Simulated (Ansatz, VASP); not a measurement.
# One calculation of Pt, two programs

```xyz
1
Lattice="-1.7110 1.7110 1.4575 1.7110 -1.7110 1.4575 1.7110 1.7110 -1.4575" Properties=species:S:1:pos:R:3 pbc="T T T"
Pt    0.0000    0.0000    0.0000
```

Change from the starting cell: strain +0.080 along x and y, -0.080 along z, atoms carried along.

Alike in both runs: task single point; functional PBE; k mesh 22 × 22 × 22; occupations gaussian, width 0.15 eV; no spin polarisation.

|  | VASP | Ansatz |
| --- | --- | --- |
| version | VASP 6.6.1 | Ansatz 0.2.0 |
| potentials or method | VASP PAW PBE potentials, release 64 (Pt), cutoff 520 eV | scalar-relativistic, plane waves, PAW |
| valence electrons in the cell | 10 | 18 |

```tsv
	VASP	Ansatz	Ansatz less VASP
gap on the k mesh at the Fermi level (eV)	none	none	-
pressure (GPa)	-15.7	-15.4	+0.36
traceless stress, the component that is largest in VASP (GPa)	-5.74	-5.83	-0.091
```

A gap of «none» marks a metal or a gap that the smearing closes. VASP's potentials hold 10 valence electrons a cell and Ansatz's 18, so a difference there can come from the potentials and not from the codes.

Spin-orbit coupling is off throughout.
